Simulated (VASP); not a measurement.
A run of VASP 6.6.1 is set up as follows.

Contents of INCAR:

```
PREC = Accurate ; ENCUT = 520
EDIFF = 1E-6 ; ISMEAR = 0
SIGMA = 0.05 ; LREAL = False
LASPH = True ; NELM = 60
ALGO = Normal ; ISIF = 2
LWAVE = False ; LCHARG = False
LDIPOL = True ; IDIPOL = 3
DIPOL = 0.5 0.5 0.320 ; GGA = PE
IVDW = 12 ; NBANDS = 42
```

KPOINTS

```
regular mesh
0
Gamma
  7 5 1
```

POSCAR

```
Ga3As3CO
1.0
    4.0137031111      0.0000000000      0.0000000000
    0.0000000000      5.6762333751      0.0000000000
    0.0000000000      0.0000000000     23.3352699083
Ga As O C
3 3 1 1
Direct
    0.5000000000      0.5000000000      0.1714143447
    0.0000000000      0.0653835255      0.2680035048
    0.5000000000      0.4894639609      0.3228546357
    0.0000000000      0.2500000000      0.1714143447
    0.5000000000      0.8102208698      0.2504948966
    0.0000000000      0.2887573198      0.3593388866
    0.3333333333      0.9554239865      0.4836142866
    0.3333333333      0.9554239865      0.5328959107
```

Potentials or basis: VASP PAW PBE potentials, release 64 (Ga_d, As, O, C).

Launch:

```console
$ cat potpaw_PBE.64/Ga_d/POTCAR potpaw_PBE.64/As/POTCAR potpaw_PBE.64/O/POTCAR potpaw_PBE.64/C/POTCAR > POTCAR
$ mpirun -np 1 vasp_std > vasp.out
```

(1) Estimate the band gap on the k mesh.

(2) Predict the largest force.

(3) Predict the dispersion energy per atom.

## Answers

(1) 0.40 eV (least direct gap 0.76 eV).

(2) 1.106 eV/Å.

(3) -0.159 eV.
